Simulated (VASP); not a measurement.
# GaP (F-43m) in VASP: a series of runs

Aim: see how the results for GaP move with the level of theory and the settings. Levels: revPBE, BLYP+D3(BJ), PBE+D4, PBEsol. Tasks: single point.

All numbers are computed with VASP 6.6.1; they aren't measurements. Logs are shortened: lines on timing, memory, paths and dates and some standing lists are left out, and cuts for length are marked.

**Measured values to compare with.**

From “Stacking defects in GaP nanowires: Electronic structure and optical properties”, 2018, arxiv:1810.01194, for a bulk crystal of GaP at 10 K: band gap 2.34 eV (indirect).

The results are compared with them further down.

### 1 The cell of the first run

Symmetry: F-43m, No. 216, cubic system. Conventional cell: a = 5.414 Å, b = 5.414 Å, c = 5.414 Å, α = 90.00°, β = 90.00°, γ = 90.00°. Within 3.1 Å of Ga (site symmetry -43m) lie 4 P at 2.34 Å. Within 3.1 Å of P (site symmetry -43m) lie 4 Ga at 2.34 Å.

### 2 Single point, revPBE

Contents of INCAR:

```
PREC = Accurate
ENCUT = 520
EDIFF = 1E-6
ISMEAR = -1
SIGMA = 0.05
LREAL = F
LASPH = T
NELM = 100
ALGO = Normal
ISIF = 2
LWAVE = F
LCHARG = F
GGA = RE
NBANDS = 16
```

Contents of KPOINTS:

```
Automatic mesh
0
Gamma
  8 8 8
```

Contents of POSCAR:

```
GaP
1.0
    0.0000000000      2.7069591804      2.7069591804
    2.7069591804      0.0000000000      2.7069591804
    2.7069591804      2.7069591804      0.0000000000
Ga P
1 1
Direct
    0.0000000000      0.0000000000      0.0000000000
    0.7500000000      0.7500000000      0.7500000000
```

Potentials or basis: VASP PAW PBE potentials, release 64 (Ga_d, P).

Started as:

```console
cat potpaw_PBE.64/Ga_d/POTCAR potpaw_PBE.64/P/POTCAR > POTCAR
mpirun -np 1 vasp_std > vasp.out
```

OUTCAR:

```text
PREC = Accurate
   ENCUT = 520
   EDIFF = 1E-6
   ISMEAR = -1
   LREAL = F
   LASPH = T
   NELM = 100
   ISIF = 2
   GGA = RE

 ion  position               nearest neighbor table
   1  0.000  0.000  0.000-   2 2.34   2 2.34   2 2.34   2 2.34
   2  0.750  0.750  0.750-   1 2.34   1 2.34   1 2.34   1 2.34

  LATTYP: Found a face centered cubic cell.
 ALAT       =     5.4139183608

  Lattice vectors:

 A1 = (   0.0000000000,   2.7069591804,   2.7069591804)
 A2 = (   2.7069591804,   0.0000000000,   2.7069591804)
 A3 = (   2.7069591804,   2.7069591804,   0.0000000000)

Analysis of symmetry for initial positions (statically):
=====================================================================
 Subroutine PRICEL returns:
 Original cell was already a primitive cell.

 Routine SETGRP: Setting up the symmetry group for a
 face centered cubic supercell.

 Subroutine GETGRP returns: Found 24 space group operations
 (whereof 24 operations were pure point group operations)
 out of a pool of 48 trial point group operations.

The static configuration has the point symmetry T_d .

Analysis of symmetry for dynamics (positions and initial velocities):
=====================================================================
 Subroutine PRICEL returns:
 Original cell was already a primitive cell.

 Routine SETGRP: Setting up the symmetry group for a
 face centered cubic supercell.

 Subroutine GETGRP returns: Found 24 space group operations
 (whereof 24 operations were pure point group operations)
 out of a pool of 48 trial point group operations.

The dynamic configuration has the point symmetry T_d .

 Subroutine INISYM returns: Found 24 space group operations
 (whereof 24 operations are pure point group operations),
 and found     1 'primitive' translations

----------------------------------------------------------------------------------------

                                     Primitive cell

  volume of cell :      39.6712

  direct lattice vectors                    reciprocal lattice vectors
     0.000000000  2.706959180  2.706959180    -0.184709102  0.184709102  0.184709102
     2.706959180  0.000000000  2.706959180     0.184709102 -0.184709102  0.184709102
     2.706959180  2.706959180  0.000000000     0.184709102  0.184709102 -0.184709102

  length of vectors
     3.828218386  3.828218386  3.828218386     0.319925550  0.319925550  0.319925550

  position of ions in fractional coordinates (direct lattice)
     0.000000000  0.000000000  0.000000000
     0.750000000  0.750000000  0.750000000

  ion indices of the primitive-cell ions
   primitive index   ion index
                 1           1
                 2           2

----------------------------------------------------------------------------------------

 KPOINTS: Automatic mesh

Automatic generation of k-mesh.
 Grid dimensions read from file:
 generate k-points for:    8    8    8

 Generating k-lattice:

  Cartesian coordinates                     Fractional coordinates (reciprocal lattice)
    -0.023088638  0.023088638  0.023088638     0.125000000  0.000000000  0.000000000
     0.023088638 -0.023088638  0.023088638     0.000000000  0.125000000  0.000000000
     0.023088638  0.023088638 -0.023088638     0.000000000  0.000000000  0.125000000

  Length of vectors
     0.039990694  0.039990694  0.039990694

  Shift w.r.t. Gamma in fractional coordinates (k-lattice)
     0.000000000  0.000000000  0.000000000

 Subroutine IBZKPT returns following result:
 ===========================================

 Found     29 irreducible k-points:

 Following reciprocal coordinates:
            Coordinates               Weight
  0.000000  0.000000  0.000000      1.000000
  0.125000  0.000000  0.000000      8.000000
  0.250000  0.000000  0.000000      8.000000
  0.375000  0.000000  0.000000      8.000000
  0.500000  0.000000  0.000000      4.000000
  0.125000  0.125000  0.000000      6.000000
[... 16 lines left out ...]
  0.500000  0.250000  0.125000     48.000000
 -0.375000  0.250000  0.125000     24.000000
 [... further k-points ...]
   k-points           NKPTS =     29   k-points in BZ     NKDIM =     29   number of bands    NBANDS=     16
   number of dos      NEDOS =    301   number of ions     NIONS =      2
   total plane-waves  NPLWV =  21952
   dimension x,y,z NGX =    28 NGY =   28 NGZ =   28
   dimension x,y,z NGXF=    56 NGYF=   56 NGZF=   56
   ions per type =               1   1
   NGX,Y,Z   is equivalent  to a cutoff of  12.16, 12.16, 12.16 a.u.
   NGXF,Y,Z  is equivalent  to a cutoff of  24.32, 24.32, 24.32 a.u.
 SYSTEM =  unknown system
   PREC   = accura    normal or accurate (medium, high low for compatibility)
   ISTART =      0    job   : 0-new  1-cont  2-samecut
   ICHARG =      2    charge: 1-file 2-atom 10-const
   ISPIN  =      1    spin polarized calculation?
   LNONCOLLINEAR =      F non collinear calculations
   LSORBIT =      F    spin-orbit coupling
[... 112 lines left out ...]
      6      -5.5697      2.00000
[... 8 lines left out ...]
     15      16.6608      0.00000
     16      16.6608      0.00000

 k-point     6 :       0.1250    0.1250    0.0000
  band No.  band energies     occupation
      1      -9.6751      2.00000
      2      -9.6407      2.00000
      3      -9.6407      2.00000
      4      -9.5488      2.00000
      5      -9.5410      2.00000
      6      -7.4192      2.00000
[... 8 lines left out ...]
     15      14.9571      0.00000
     16      15.2391      0.00000

 k-point     7 :       0.2500    0.1250    0.0000
  band No.  band energies     occupation
      1      -9.7009      2.00000
      2      -9.6317      2.00000
      3      -9.6295      2.00000
      4      -9.5522      2.00000
      5      -9.5378      2.00000
      6      -6.9570      2.00000
[... 8 lines left out ...]
     15      14.9680      0.00000
     16      16.2741      0.00000

 k-point     8 :       0.3750    0.1250    0.0000
  band No.  band energies     occupation
      1      -9.7264      2.00000
      2      -9.6246      2.00000
      3      -9.6202      2.00000
      4      -9.5502      2.00000
      5      -9.5348      2.00000
      6      -6.1947      2.00000
[... 8 lines left out ...]
     15      15.8549      0.00000
     16      15.9462      0.00000

 k-point     9 :       0.5000    0.1250    0.0000
  band No.  band energies     occupation
      1      -9.7402      2.00000
      2      -9.6215      2.00000
      3      -9.6170      2.00000
      4      -9.5438      2.00000
      5      -9.5351      2.00000
      6      -5.4901      2.00000
[... 8 lines left out ...]
     15      16.6656      0.00000
     16      17.0950      0.00000
[... 172 lines left out ...]
 k-point    19 :       0.5000    0.3750    0.0000
  band No.  band energies     occupation
      1      -9.7680      2.00000
      2      -9.5911      2.00000
      3      -9.5861      2.00000
      4      -9.5751      2.00000
      5      -9.5246      2.00000
      6      -4.8715      2.00000
[... 8 lines left out ...]
     15      16.9839      0.00000
     16      18.3344      0.00000

 k-point    20 :      -0.3750    0.3750    0.0000
  band No.  band energies     occupation
      1      -9.7597      2.00000
      2      -9.6015      2.00000
      3      -9.5904      2.00000
      4      -9.5650      2.00000
      5      -9.5313      2.00000
      6      -4.6812      2.00000
[... 8 lines left out ...]
     15      15.3783      0.00000
     16      19.8883      0.00000

 k-point    21 :       0.5000    0.5000    0.0000
  band No.  band energies     occupation
      1      -9.7763      2.00000
      2      -9.5830      2.00000
      3      -9.5808      2.00000
      4      -9.5808      2.00000
      5      -9.5211      2.00000
      6      -4.6467      2.00000
[... 8 lines left out ...]
     15      17.3257      0.00000
     16      18.0300      0.00000

 k-point    22 :       0.3750    0.2500    0.1250
  band No.  band energies     occupation
      1      -9.7231      2.00000
      2      -9.6220      2.00000
      3      -9.6178      2.00000
      4      -9.5561      2.00000
      5      -9.5347      2.00000
      6      -6.4003      2.00000
[... 8 lines left out ...]
     15      16.1405      0.00000
     16      17.5781      0.00000

 k-point    23 :       0.5000    0.2500    0.1250
  band No.  band energies     occupation
      1      -9.7396      2.00000
      2      -9.6180      2.00000
      3      -9.6081      2.00000
      4      -9.5538      2.00000
      5      -9.5348      2.00000
      6      -5.6251      2.00000
[... 8 lines left out ...]
     15      16.6362      0.00000
     16      17.8887      0.00000

 k-point    24 :      -0.3750    0.2500    0.1250
  band No.  band energies     occupation
      1      -9.7456      2.00000
      2      -9.6174      2.00000
      3      -9.6047      2.00000
      4      -9.5499      2.00000
      5      -9.5366      2.00000
      6      -5.1536      2.00000
[... 8 lines left out ...]
     15      17.0461      0.00000
     16      17.5930      0.00000

 [... further k-points ...]

------------------------ aborting loop because EDIFF is reached ----------------------------------------

  FORCE on cell =-STRESS in cart. coord.  units (eV):
  Direction    XX          YY          ZZ          XY          YZ          ZX
  --------------------------------------------------------------------------------------
  -------------------------------------------------------------------------------------
  Total        1.4285337      1.4285337      1.4285337      0.0000000      0.0000000      0.0000000
  in kB       57.6933746     57.6933746     57.6933746      0.0000000      0.0000000      0.0000000
  external PRESSURE =      57.6933746 kB  Pullay stress =       0.0000000 kB

 VOLUME and BASIS-vectors are now :
 -----------------------------------------------------------------------------
  energy-cutoff  :      520.00
  volume of cell :       39.67
      direct lattice vectors                 reciprocal lattice vectors
     0.000000000  2.706959180  2.706959180    -0.184709102  0.184709102  0.184709102
     2.706959180  0.000000000  2.706959180     0.184709102 -0.184709102  0.184709102
     2.706959180  2.706959180  0.000000000     0.184709102  0.184709102 -0.184709102

 POSITION                                       TOTAL-FORCE (eV/Angst)
 -----------------------------------------------------------------------------------
      0.00000      0.00000      0.00000         0.000000      0.000000      0.000000
      4.06044      4.06044      4.06044        -0.000000     -0.000000     -0.000000
 -----------------------------------------------------------------------------------
    total drift:                               -0.000002     -0.000002     -0.000002

  FREE ENERGIE OF THE ION-ELECTRON SYSTEM (eV)
  ---------------------------------------------------
  free  energy   TOTEN  =        -8.5047406275 eV

  energy  without entropy=       -8.5047406254  energy(sigma->0) =       -8.50474063
```

Wall time 30 s (1 thread of Intel Xeon 8259CL, shared host); peak memory 0.16 GiB.

Results:

```yaml
Free_energy: -8.5047 eV
Pressure: 5.8 GPa
Band_gap_on_the_k_mesh: 1.67 eV, indirect (least direct gap 2.09 eV)
```

Caveat: the PAW data sets were made with another functional, which shifts forces and pressure a little.

### 3 Single point, BLYP+D3(BJ)

Contents of INCAR:

```
PREC     = Accurate       # precision mode
ENCUT    = 520            # plane-wave cutoff, eV
EDIFF    = 1E-6           # SCF threshold, eV
ISMEAR   = -1             # smearing method
SIGMA    = 0.05           # smearing width, eV
LREAL    = False          # projectors in reciprocal space
LASPH    = True           # aspherical terms in the spheres
NELM     = 60             # most SCF steps
ALGO     = Normal         # electronic algorithm
ISIF     = 2              # what is computed and relaxed
LWAVE    = False          # write WAVECAR
LCHARG   = False          # write CHGCAR
GGA      = B5             # functional
ALDAX    = 1.0          
AGGAX    = 1.0          
AGGAC    = 1.0          
ALDAC    = 0.0          
IVDW     = 12             # dispersion correction
VDW_S6   = 1.0          
VDW_S8   = 2.6996       
VDW_A1   = 0.4298       
VDW_A2   = 4.2359       
NBANDS   = 16             # bands
```

KPOINTS is that of step 2.

POSCAR is that of step 2.

Potentials or basis: VASP PAW PBE potentials, release 64 (Ga_d, P).

Started as:

```console
cat potpaw_PBE.64/Ga_d/POTCAR potpaw_PBE.64/P/POTCAR > POTCAR
mpirun -np 1 vasp_std > vasp.out
```

Wall time 42 s (1 thread of Intel Xeon 8259CL, shared host); peak memory 0.17 GiB.

Results (log left out):

* Free energy: -9.1599 eV
* Pressure: 1.9 GPa
* Band gap on the k mesh: 1.75 eV, indirect (least direct gap 1.90 eV)
* Dispersion energy per atom: -0.725 eV

Levels at points of the mesh, in eV from the valence-band top:
```
           k point  band 7  band 8  band 9  band 10  band 11  band 12
(0.00, 0.00, 0.00)    0.00    0.00    0.00     1.90     3.94     3.94
(0.50, 0.00, 0.00)   -6.70   -1.14   -1.14     1.75     4.82     4.82
(0.50, 0.50, 0.00)   -6.86   -2.71   -2.71     1.79     1.92    10.73
```

Caveat: the PAW data sets were made with another functional, which shifts forces and pressure a little.

### 4 Single point, PBE+D4

This run uses another cell than the first one, of 20.65 Å³/atom, 1.041 times its volume.

Contents of INCAR:

```
SYSTEM = GaP
PREC = Accurate
ENCUT = 520
EDIFF = 1E-6
ISMEAR = -1
SIGMA = 0.05
LREAL = .False.
LASPH = .True.
NELM = 80
ALGO = Normal
ISIF = 2
LWAVE = .False.
LCHARG = .True.
GGA = PE
IVDW = 13
LELF = .True.
LVHAR = .True.
NBANDS = 16
```

Contents of KPOINTS:

```
Automatic mesh
0
Gamma
  8 8 8
  0 0 0
```

Contents of POSCAR:

```
GaP
1.0
    0.0000000000      2.7432985392      2.7432985392
    2.7432985392      0.0000000000      2.7432985392
    2.7432985392      2.7432985392      0.0000000000
Ga P
1 1
Direct
    0.0000000000      0.0000000000      0.0000000000
    0.7500000000      0.7500000000      0.7500000000
```

Started as:

```console
cat potpaw_PBE.64/Ga_d/POTCAR potpaw_PBE.64/P/POTCAR > POTCAR
mpirun -np 1 vasp_std > vasp.out
```

Wall time 36 s (1 thread of Intel Xeon 8259CL, shared host); peak memory 0.17 GiB.

Results (log left out):

```
Free energy                : -9.9343 eV
Pressure                   : -2.4 GPa
Band gap on the k mesh     : 1.61 eV, indirect (least direct gap 1.66 eV)
Dispersion energy per atom : -0.405 eV
```

Levels at points of the mesh, in eV from the valence-band top:
| k point | band 6 | band 7 | band 8 | band 9 | band 10 | band 11 | band 12 | band 13 |
| --- | --- | --- | --- | --- | --- | --- | --- | --- |
| (0.00, 0.00, 0.00) | -12.34 | 0.00 | 0.00 | 0.00 | 1.66 | 3.89 | 3.89 | 3.89 |
| (0.50, 0.00, 0.00) | -10.34 | -6.52 | -1.09 | -1.09 | 1.61 | 4.73 | 4.73 | 8.25 |
| (0.50, 0.50, 0.00) | -9.47 | -6.66 | -2.61 | -2.61 | 1.70 | 1.84 | 10.45 | 10.45 |

### 5 Single point, PBE+D4

This run uses another cell than the first one, of 21.05 Å³/atom, 1.061 times its volume.

Contents of INCAR:

```
SYSTEM = GaP
  PREC = Accurate
  ENCUT = 520
  EDIFF = 1E-7
  ISMEAR = -1
  SIGMA = 0.05
  LREAL = .FALSE.
  LASPH = .TRUE.
  NELM = 100
  ALGO = Normal
  ISIF = 2
  LWAVE = .FALSE.
  LCHARG = .TRUE.
  GGA = PE
  IVDW = 13
  LELF = .TRUE.
  LVHAR = .TRUE.
  NBANDS = 16
```

Contents of KPOINTS:

```
regular mesh
0
G
  8 8 8
  0 0 0
```

Contents of POSCAR:

```
GaP
1.0
    0.0000000000      2.7611126653      2.7611126653
    2.7611126653      0.0000000000      2.7611126653
    2.7611126653      2.7611126653      0.0000000000
Ga P
1 1
Direct
    0.0000000000      0.0000000000      0.0000000000
    0.7500000000      0.7500000000      0.7500000000
```

Started as:

```console
cat potpaw_PBE.64/Ga_d/POTCAR potpaw_PBE.64/P/POTCAR > POTCAR
mpirun -np 1 vasp_std > vasp.out
```

Wall time 41 s (1 thread of Intel Xeon 8259CL, shared host); peak memory 0.17 GiB.

It converged, with:

```yaml
Free_energy: -9.9188 eV
Pressure: -3.8 GPa
Band_gap_on_the_k_mesh: 1.50 eV, direct
Dispersion_energy_per_atom: -0.397 eV
```

Levels at points of the mesh, in eV from the valence-band top:
```tsv
k point	band 5	band 6	band 7	band 8	band 9	band 10	band 11	band 12	band 13	band 14
(0.00, 0.00, 0.00)	-14.40	-12.20	0.00	0.00	0.00	1.50	3.90	3.90	3.90	8.64
(0.50, 0.00, 0.00)	-14.40	-10.26	-6.41	-1.06	-1.06	1.55	4.73	4.73	8.21	10.61
(0.50, 0.50, 0.00)	-14.38	-9.42	-6.57	-2.55	-2.55	1.73	1.85	10.30	10.30	10.84
```

A k mesh can miss the band edges. Expect the measured gap to be larger: semilocal functionals such as PBE lack the derivative discontinuity.

### 6 Single point, PBEsol

This run uses another cell than the first one, of 20.24 Å³/atom, 1.020 times its volume.

Contents of INCAR:

```
PREC = Accurate ; ENCUT = 520
EDIFF = 1E-6 ; ISMEAR = -1
SIGMA = 0.05 ; LREAL = F
LASPH = T ; NELM = 80
ALGO = Normal ; ISIF = 2
LWAVE = F ; LCHARG = T
GGA = PS ; LELF = T
LVHAR = T ; NBANDS = 16
```

Contents of KPOINTS:

```
Automatic mesh
0
Gamma
  6 6 6
```

Contents of POSCAR:

```
GaP
1.0
    0.0000000000      2.7252500000      2.7252500000
    2.7252500000      0.0000000000      2.7252500000
    2.7252500000      2.7252500000      0.0000000000
Ga P
1 1
Direct
    0.0000000000      0.0000000000      0.0000000000
    0.7500000000      0.7500000000      0.7500000000
```

Potentials or basis: VASP PAW PBE potentials, release 64 (Ga_d, P).

Started as:

```console
cat potpaw_PBE.64/Ga_d/POTCAR potpaw_PBE.64/P/POTCAR > POTCAR
mpirun -np 1 vasp_std > vasp.out
```

Run time: 28 s. Hardware: 1 thread of AMD EPYC 7R13, shared host; peak memory 0.14 GiB.

Results (log left out):

| Item | Value |
| --- | --- |
| Free energy | -9.9057 eV |
| Pressure | -0.6 GPa |
| Band gap on the k mesh | 1.51 eV, indirect (least direct gap 1.75 eV) |

Levels at points of the mesh, in eV from the valence-band top:
| k point | band 5 | band 6 | band 7 | band 8 | band 9 | band 10 | band 11 | band 12 | band 13 | band 14 |
| --- | --- | --- | --- | --- | --- | --- | --- | --- | --- | --- |
| (0.00, 0.00, 0.00) | -14.45 | -12.53 | 0.00 | 0.00 | 0.00 | 1.75 | 3.82 | 3.82 | 3.82 | 8.56 |
| (0.50, 0.00, 0.00) | -14.44 | -10.43 | -6.70 | -1.13 | -1.13 | 1.58 | 4.65 | 4.65 | 8.09 | 10.74 |
| (0.50, 0.50, 0.00) | -14.43 | -9.52 | -6.81 | -2.71 | -2.71 | 1.51 | 1.71 | 10.55 | 10.55 | 11.08 |

Caveat: the PAW data sets were made with another functional, which shifts forces and pressure a little.

### 7 Summary

```tsv
level	cell	k mesh	gap on the mesh (eV)	pressure (GPa)
revPBE	a = 3.828 Å, angles 60.0°, 2 atoms	8 × 8 × 8	1.67	5.8
BLYP+D3(BJ)	a = 3.828 Å, angles 60.0°, 2 atoms	8 × 8 × 8	1.75	1.9
PBE+D4	a = 3.880 Å, angles 60.0°, 2 atoms	8 × 8 × 8	1.61	-2.4
PBE+D4	a = 3.905 Å, angles 60.0°, 2 atoms	8 × 8 × 8	1.50	-3.8
PBEsol	a = 3.854 Å, angles 60.0°, 2 atoms	6 × 6 × 6	1.51	-0.6
```

Alike in all rows: task single point; potentials or basis VASP PAW PBE potentials, release 64 (Ga_d, P); no spin polarisation; cutoff (eV) 520; smearing fermi-dirac 0.05 eV.

Caveats: the PAW data sets were made with another functional, which shifts forces and pressure a little (some runs).

Total energies depend on the potentials used, so only differences within one code and one set of settings carry meaning.

### 8 How close it comes

Step 3. Against the measured gap of GaP, 2.34 eV (indirect; 10 K; quoted in “Stacking defects in GaP nanowires: Electronic structure and optical properties”, 2018, arxiv:1810.01194), the calculated 1.75 eV is off by -0.59 eV. Spin-orbit coupling on Ga is left out. The value is that of BLYP+D3(BJ) on a finite k mesh, which can miss the band edges, without temperature or zero-point motion. Semilocal functionals fall short of measured gaps as a rule.

Step 4. A measured gap of GaP is 2.34 eV (indirect; 10 K; quoted in “Stacking defects in GaP nanowires: Electronic structure and optical properties”, 2018, arxiv:1810.01194); the calculated 1.61 eV misses it by -0.73 eV. Spin-orbit coupling on Ga is left out. The value is that of PBE+D4 on a finite k mesh, which can miss the band edges, without temperature or zero-point motion. Semilocal functionals fall short of measured gaps as a rule.

Step 6. Measured gap of GaP: 2.34 eV (indirect; 10 K; quoted in “Stacking defects in GaP nanowires: Electronic structure and optical properties”, 2018, arxiv:1810.01194). This calculation gives 1.51 eV (-0.83 eV). Spin-orbit coupling on Ga is left out. The value is that of PBEsol on a finite k mesh, which can miss the band edges, without temperature or zero-point motion. Semilocal functionals fall short of measured gaps as a rule.
